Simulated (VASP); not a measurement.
# Hg2SbP3 (P1) in VASP: a series of runs

Runs on Hg2SbP3. Level: PBEsol. Tasks: single point.

All numbers are computed with VASP 6.6.1; they aren't measurements. Logs are shortened: lines on timing, memory, paths and dates and some standing lists are left out, and cuts for length are marked.

## 1. The cell of the first run

The typed cell holds 12 atoms: a = 5.870 Å, b = 5.896 Å, c = 7.460 Å, α = 83.46°, β = 83.41°, γ = 97.28°.

## 2. Single point, PBEsol

Input file INCAR:

```
SYSTEM = Hg2SbP3
PREC = Accurate
ENCUT = 400
EDIFF = 1E-6
ISMEAR = 0
SIGMA = 0.1
LREAL = .False.
LASPH = .True.
NELM = 120
ALGO = Normal
ISIF = 2
LWAVE = .False.
LCHARG = .True.
GGA = PS
LELF = .True.
LVHAR = .True.
NBANDS = 56
GGA_COMPAT = .False.
```

Input file KPOINTS:

```
Automatic mesh
0
Gamma
  3 3 2
  0 0 0
```

Input file POSCAR:

```
Hg2SbP3
1.0
    3.8778510000      4.4073050000      0.0217020000
    3.8967490000     -4.4240680000      0.0263510000
    1.3362060000      0.0008620000     -7.3392340000
Hg P Sb
4 6 2
Direct
    0.1692309457      0.8638233383      0.0055634224
    0.8423226596      0.1408047443      0.5033576300
    0.6504373454      0.3536893116      0.9116015184
    0.3532283965      0.6493634529      0.4208748677
    0.1454327441      0.0691190338      0.6761546964
    0.0710348221      0.1669408904      0.1864553790
    0.0443591640      0.4414064547      0.9707721792
    0.4324662710      0.0462169223      0.4710542333
    0.4127957542      0.3108104818      0.2446809382
    0.3221682788      0.4050113510      0.7342130187
    0.5988620193      0.8997000308      0.0052717353
    0.9060195357      0.5804461577      0.5044568374
```

Potentials or basis: VASP PAW PBE potentials, release 64 (Hg, P, Sb).

Launch:

```bash
> cat potpaw_PBE.64/Hg/POTCAR potpaw_PBE.64/P/POTCAR potpaw_PBE.64/Sb/POTCAR > POTCAR
> mpirun -np 1 vasp_std > vasp.out
```

OUTCAR:

```text
SYSTEM = Hg2SbP3
   PREC = Accurate
   ENCUT = 400
   EDIFF = 1E-6
   ISMEAR = 0
   LREAL = .False.
   LASPH = .True.
   NELM = 120
   ISIF = 2
   GGA = PS

 ion  position               nearest neighbor table
   1  0.169  0.864  0.006-   6 2.45  11 2.50   7 2.56   5 2.64  11 3.38   4 3.55   3 3.72
   2  0.842  0.141  0.503-   5 2.37   8 2.45   6 2.56  12 2.57  12 3.37   3 3.54
   3  0.650  0.354  0.912-   7 2.41  10 2.49  11 2.66   9 2.68  12 3.28  11 3.41   2 3.54   1 3.72

   4  0.353  0.649  0.421-   8 2.41   9 2.55  10 2.58  12 2.60  11 3.36  12 3.44   1 3.55
   5  0.145  0.069  0.676-   8 2.17  10 2.23   2 2.37   1 2.64
   6  0.071  0.167  0.186-   7 2.18   9 2.19   1 2.45   2 2.56
   7  0.044  0.441  0.971-   6 2.18  10 2.31   3 2.41   1 2.56
   8  0.432  0.046  0.471-   5 2.17   9 2.19   4 2.41   2 2.45
   9  0.413  0.311  0.245-   6 2.19   8 2.19   4 2.55   3 2.68
  10  0.322  0.405  0.734-   5 2.23   7 2.31   3 2.49   4 2.58  12 3.34
  11  0.599  0.900  0.005-   1 2.50   3 2.66   4 3.36   1 3.38   3 3.41
  12  0.906  0.580  0.504-   2 2.57   4 2.60   3 3.28  10 3.34   2 3.37   4 3.44

  LATTYP: Found a triclinic cell.
 ALAT       =     5.8704801097
 B/A-ratio  =     1.5043734547
 C/A-ratio  =     1.2707443705
 COS(alpha) =     0.0002501645
 COS(beta)  =     0.1147699920
 COS(gamma) =     0.7493398685

  Lattice vectors:

 A1 = (  -3.8778510000,  -4.4073050000,  -0.0217020000)
 A2 = (   0.0188980000,  -8.8313730000,   0.0046490000)
 A3 = (  -1.3362060000,  -0.0008620000,   7.3392340000)

Analysis of symmetry for initial positions (statically):
=====================================================================
 Subroutine PRICEL returns:
 Original cell was already a primitive cell.

 Routine SETGRP: Setting up the symmetry group for a
 triclinic supercell.

 Subroutine GETGRP returns: Found  1 space group operations
 (whereof  1 operations were pure point group operations)
 out of a pool of  2 trial point group operations.

The static configuration has the point symmetry C_1 .

Analysis of symmetry for dynamics (positions and initial velocities):
=====================================================================
 Subroutine PRICEL returns:
 Original cell was already a primitive cell.

 Routine SETGRP: Setting up the symmetry group for a
 triclinic supercell.

 Subroutine GETGRP returns: Found  1 space group operations
 (whereof  1 operations were pure point group operations)
 out of a pool of  2 trial point group operations.

The dynamic configuration has the point symmetry C_1 .

[... 116 lines left out ...]
   EMIN   =  10.00;   EMAX   =-10.00  energy-range for DOS
   EFERMI =   0.00;   METHOD = LEGACY
   ISMEAR =     0;   SIGMA  =   0.10  broadening in eV -4-tet -1-fermi 0-gaus
   EFERMI_NEDOS =   21; number of points for ismear=-14 and -15
   IALGO  =     38    algorithm
   IMIX   =      4    mixing-type and parameters
     AMIX     =   0.40;   BMIX     =  1.00
     AMIX_MAG =   1.60;   BMIX_MAG =  1.00
  volume/ion in A,a.u.               =      21.02       141.85
  Fermi-wavevector in a.u.,A,eV,Ry     =   1.152474  2.177861 18.071220  1.328197
  Thomas-Fermi vector in A             =   2.289125
   LORBIT       =      0    0 simple, 1 ext, 2 COOP (PROOUT), +10 PAW based schemes
   GGA     = PS    functional components
   LHFCALC =     F    Hartree Fock is set to
   AEXX    =    0.0000 exact exchange contribution
   IVDW    =     0    specifies the selected vdW correction
   LEPSILON=     F    determine dielectric tensor
   LRPA    =     F    only Hartree local field effects (RPA)
 non-spin polarized calculation
 Gauss-broadening in eV      SIGMA  =   0.10
  energy-cutoff  :      400.00
  volume of cell :      252.24
 maximum number of plane-waves:      4614
 NGX is ok and might be reduce to    40
   NGX = 19   NGY = 19   NGZ = 25

 number of electron      88.0000003 magnetization

 Free energy of the ion-electron system (eV)
  ---------------------------------------------------
  ext. energy  EPLUGINS =         0.00000000
  ---------------------------------------------------
  free energy    TOTEN  =       -41.79297635 eV

  energy without entropy =      -41.76062501  energy(sigma->0) =      -41.77680068

 E-fermi :   5.8488     XC(G=0): -10.5366

 val. band max:        5.8372423686   @ k =  -0.3333   0.3333   0.5000
 cond. band min:       5.8560437825   @ k =   0.3333   0.3333   0.5000
 fundamental gap:      0.0188014139
 Fermi energy:         5.8487757270

 k-point     1 :       0.0000    0.0000    0.0000
  band No.  band energies     occupation
      1      -9.0164      2.00000
      2      -7.3936      2.00000
      3      -7.0099      2.00000
      4      -4.8292      2.00000
      5      -4.7161      2.00000
      6      -4.5342      2.00000
[... 579 lines left out ...]
     55       9.5693      0.00000
     56       9.6453      0.00000

------------------------ aborting loop because EDIFF is reached ----------------------------------------

  FORCE on cell =-STRESS in cart. coord.  units (eV):
  Direction    XX          YY          ZZ          XY          YZ          ZX
  --------------------------------------------------------------------------------------
  -------------------------------------------------------------------------------------
  Total       17.4700505     16.1050592      7.1500151      2.1914801     -1.2813232     -1.3756615
  in kB      110.9663771    102.2962163     45.4155107     13.9198569     -8.1387165     -8.7379356
  external PRESSURE =      86.2260347 kB  Pullay stress =       0.0000000 kB

 VOLUME and BASIS-vectors are now :
 -----------------------------------------------------------------------------
  energy-cutoff  :      400.00
  volume of cell :      252.24
      direct lattice vectors                 reciprocal lattice vectors
     3.877851000  4.407305000  0.021702000     0.128723811  0.113520473  0.023449230
     3.896749000 -4.424068000  0.026351000     0.128236234 -0.112945984  0.023333861
     1.336206000  0.000862000 -7.339234000     0.000841057 -0.000069846 -0.136100884

 POSITION                                       TOTAL-FORCE (eV/Angst)
 -----------------------------------------------------------------------------------
      4.02979     -3.07576     -0.01440        -2.409283     -0.916350     -0.000200
      4.48767      3.08988     -3.67227        -1.904502      0.262549     -0.041995
      5.11863      1.30272     -6.66702         0.663781     -0.798308      0.838796
      4.46255     -1.31568     -3.06412         0.942208      1.241387      1.239435
      1.73679      0.33576     -4.95748         0.836878      0.925628     -1.014317
      1.17513     -0.42532     -1.36250         0.285115     -0.364049      0.177283
      3.18922     -1.75647     -7.11213         0.856175      0.340005      0.327980
      2.48656      1.70195     -3.44657         0.185689      0.019059      0.154031
      3.13886      0.44448     -1.77862         0.021681      0.063119     -0.210405
      3.80861     -0.37127     -5.37090        -0.665497     -0.793503     -0.997024
      5.83525     -1.34096     -0.00199         0.946667      3.030163     -0.184093
      6.44932      1.42561     -3.66737         0.241086     -3.009700     -0.289490
 -----------------------------------------------------------------------------------
    total drift:                                0.000822     -0.000636     -0.000090

  FREE ENERGIE OF THE ION-ELECTRON SYSTEM (eV)
  ---------------------------------------------------
  free  energy   TOTEN  =       -41.7929763521 eV

  energy  without entropy=      -41.7606250089  energy(sigma->0) =      -41.77680068
```

OSZICAR:

```text
N       E                     dE             d eps       ncg     rms          rms(c)
DAV:   1     0.503342797374E+03    0.50334E+03   -0.33801E+04  1120   0.115E+03
DAV:   2    -0.115060428874E+02   -0.51485E+03   -0.49774E+03  1232   0.293E+02
DAV:   3    -0.437762519808E+02   -0.32270E+02   -0.31617E+02  1336   0.724E+01
DAV:   4    -0.443659138909E+02   -0.58966E+00   -0.58651E+00  1312   0.912E+00
DAV:   5    -0.443770469547E+02   -0.11133E-01   -0.11129E-01  1328   0.130E+00    0.220E+01
DAV:   6    -0.418204283939E+02    0.25566E+01   -0.76438E+00  1376   0.236E+01    0.169E+01
DAV:   7    -0.418442098997E+02   -0.23782E-01   -0.24986E+00  1280   0.610E+00    0.808E+00
DAV:   8    -0.418076827408E+02    0.36527E-01   -0.41204E-01  1304   0.405E+00    0.140E+00
DAV:   9    -0.417959361124E+02    0.11747E-01   -0.18271E-01  1304   0.186E+00    0.624E-01
DAV:  10    -0.417930497915E+02    0.28863E-02   -0.28333E-02  1328   0.894E-01    0.247E-01
DAV:  11    -0.417930765360E+02   -0.26744E-04   -0.16235E-03  1272   0.186E-01    0.184E-01
DAV:  12    -0.417929628985E+02    0.11364E-03   -0.50642E-04  1336   0.139E-01    0.665E-02
DAV:  13    -0.417929787768E+02   -0.15878E-04   -0.16831E-04  1296   0.542E-02    0.331E-02
DAV:  14    -0.417929772628E+02    0.15139E-05   -0.73725E-06  1168   0.139E-02    0.213E-02
DAV:  15    -0.417929763521E+02    0.91074E-06   -0.47477E-06  1048   0.129E-02
   1 F= -.41792976E+02 E0= -.41776801E+02  d E =-.323513E-01
```

Run time: 92 s. Hardware: 1 thread of Intel Xeon Platinum 8375C at 2.90GHz (Ice Lake), shared host; peak memory 0.3 GiB.

What came out:

```yaml
Free_energy: -41.7930 eV
Pressure: 8.6 GPa
Largest_force: 3.180 eV/Å
Band_gap_on_the_k_mesh: zero (bands 44 and 45 overlap by 0.23 eV)
```

Forces in eV/Å, atoms in the order of the input:
```
Hg  -2.409 -0.916  0.000
Hg  -1.905  0.263 -0.042
Hg   0.664 -0.798  0.839
Hg   0.942  1.241  1.239
P    0.837  0.926 -1.014
P    0.285 -0.364  0.177
P    0.856  0.340  0.328
P    0.186  0.019  0.154
P    0.022  0.063 -0.210
P   -0.665 -0.794 -0.997
Sb   0.947  3.030 -0.184
Sb   0.241 -3.010 -0.289
```

Caveat: the k points lie up to 0.43 Å⁻¹ apart; the PAW data sets were made with another functional, which shifts forces and pressure a little; spin-orbit coupling is left out, which moves the levels of the heavy elements.

[end of part 1 of 2]

The gap in the log of VASP goes by the Fermi energy; the results here count the filled bands.